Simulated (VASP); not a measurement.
Here is a VASP 6.6.1 calculation.

Contents of INCAR:

```
SYSTEM = GaP
ALGO     = Normal         ! electronic algorithm
EDIFF    = 1E-6           ! SCF threshold, eV
ENCUT    = 500            ! plane-wave cutoff, eV
GGA      = CA             ! functional
GGA_COMPAT= .FALSE.      
ISIF     = 2              ! what is computed and relaxed
ISMEAR   = 0              ! smearing method
LASPH    = .TRUE.         ! aspherical terms in the spheres
LCHARG   = .TRUE.         ! write CHGCAR
LELF     = .TRUE.         ! ELF
LREAL    = .FALSE.        ! projectors in reciprocal space
LVHAR    = .TRUE.       
LWAVE    = .FALSE.        ! write WAVECAR
NBANDS   = 16             ! bands
NELM     = 120            ! most SCF steps
PREC     = Accurate       ! precision mode
SIGMA    = 0.02           ! smearing width, eV
```

The input KPOINTS:

```
k-points
0
G
  10 10 10
  0 0 0
```

POSCAR

```
GaP
1.0
    0.0000000000      2.6957342107      2.6957342107
    2.6957342107      0.0000000000      2.6957342107
    2.6957342107      2.6957342107      0.0000000000
Ga P
1 1
Direct
    0.0000000000      0.0000000000      0.0000000000
    0.2500000000      0.2500000000      0.2500000000
```

Potentials or basis: VASP PAW LDA potentials, release 64 (Ga_d, P).

Run with:

```console
$ cat potpaw_LDA.64/Ga_d/POTCAR potpaw_LDA.64/P/POTCAR > POTCAR
$ mpirun -np 1 vasp_std > vasp.out
```

Predict the band gap on the k mesh.

1.40 eV (least direct gap 1.91 eV).

What does it give for the pressure?

0.1 GPa.

A k mesh can miss the band edges.
